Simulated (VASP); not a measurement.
# As: single point with r2SCAN

As:

```
As
1.0
    -1.67531    1.67531    1.67531
     1.67531   -1.67531    1.67531
     1.67531    1.67531   -1.67531
As
1
Cartesian
  0.0000 0.0000 0.0000
```

This isn't the form of As at room conditions, which is rhombohedral.

```
Program             : VASP 6.6.1
Task                : single point
Functional          : r2SCAN
Potentials or basis : VASP PAW PBE potentials, release 64 (As)
Cutoff              : 550 eV
k mesh              : 13 × 13 × 13
Occupations         : fermi-dirac, width 0.1 eV
Spin                : no spin polarisation
```

| Property | Result |
| --- | --- |
| Pressure | -0.1 GPa |
| Band gap on the k mesh | zero (an odd number of electrons rules out a gap without spin polarisation) |

Levels at points of the mesh, in eV from the Fermi level:
```csv
k point,band 1,band 2,band 3,band 4,band 5
"(0.00, 0.00, 0.00)",-15.79,6.36,6.36,6.36,13.71
```

It took 27 s on 1 thread of Intel(R) Xeon(R) Platinum 8488C (Sapphire Rapids), on a shared host, peak memory 0.14 GiB.

Caveat: the PAW data sets were made with another functional, which shifts forces and pressure a little.
